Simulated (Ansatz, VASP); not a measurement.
# PbS in VASP and in Ansatz

```
Pb S
1.0
     2.21055    1.27626    3.86497
    -2.21055    1.27626    3.86497
     0.00000   -2.55252    3.86497
Pb S
1 1
Direct
  0.97815 0.97815 0.97815
  0.47745 0.47745 0.47745
```

Alike in both runs: task single point; functional r2SCAN; k mesh 9 × 9 × 9; occupations gaussian, width 0.05 eV; no spin polarisation.

|  | VASP | Ansatz |
| --- | --- | --- |
| version | VASP 6.6.1 | Ansatz 0.2.0 |
| potentials or method | VASP PAW PBE potentials, release 64 (Pb_d, S), cutoff 520 eV | scalar-relativistic, plane waves, PAW |
| valence electrons in the cell | 20 | 20 |

|  | VASP | Ansatz | Ansatz less VASP |
| --- | --- | --- | --- |
| pressure (GPa) | -7.7 | -7.6 | +0.04 |
| traceless stress, the component that is largest in VASP (GPa) | -2.07 | -2.07 | 0.000 |
| rms of the force components (eV/Å) | 0.010 | 0.010 | +0.0001 |

VASP's potentials were made for PBE, not for r2SCAN. Atom by atom the forces differ by 0.000 eV/Å (rms over components).

Neither program's run includes spin-orbit coupling.
